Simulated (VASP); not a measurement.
Input of a VASP 6.6.1 run:

Contents of POSCAR:

```
Be3V
1.0
    0.0000000000      2.6683789050      2.6683789050
    2.6683789050      0.0000000000      2.6683789050
    2.6683789050      2.6683789050      0.0000000000
Be V
3 1
Direct
    0.2500000000      0.2500000000      0.2500000000
    0.7500000000      0.7500000000      0.7500000000
    0.5000000000      0.5000000000      0.5000000000
    0.0000000000      0.0000000000      0.0000000000
```

The input INCAR.step1:

```
SYSTEM = Be3V
PREC = Accurate
ENCUT = 520
ISMEAR = 0
SIGMA = 0.1
LREAL = .False.
LASPH = .True.
NELM = 60
NBANDS = 18
GGA = PE
ALGO = Normal
EDIFF = 1E-4
LWAVE = .True.
LCHARG = .False.
```

The input INCAR.step2:

```
SYSTEM = Be3V
PREC = Accurate
ENCUT = 520
EDIFF = 1E-7
ISMEAR = 0
SIGMA = 0.1
LREAL = .False.
LASPH = .True.
NELM = 60
ALGO = Normal
ISIF = 2
LWAVE = .False.
LCHARG = .False.
METAGGA = R2SCAN
LMIXTAU = .True.
NBANDS = 18
ISTART = 1
```

File KPOINTS:

```
Automatic mesh
0
Gamma
  14 14 14
  0 0 0
```

Potentials or basis: VASP PAW PBE potentials, release 64 (Be, V_sv).

The run is started by

```console
$ cat potpaw_PBE.64/Be/POTCAR potpaw_PBE.64/V_sv/POTCAR > POTCAR
$ cp INCAR.step1 INCAR
$ mpirun -np 1 vasp_std > vasp.out
$ cp INCAR.step2 INCAR
$ mpirun -np 1 vasp_std > vasp.out
```

Predict the pressure.

-1.8 GPa.

Caveat: the PAW data sets were made with another functional, which shifts forces and pressure a little.
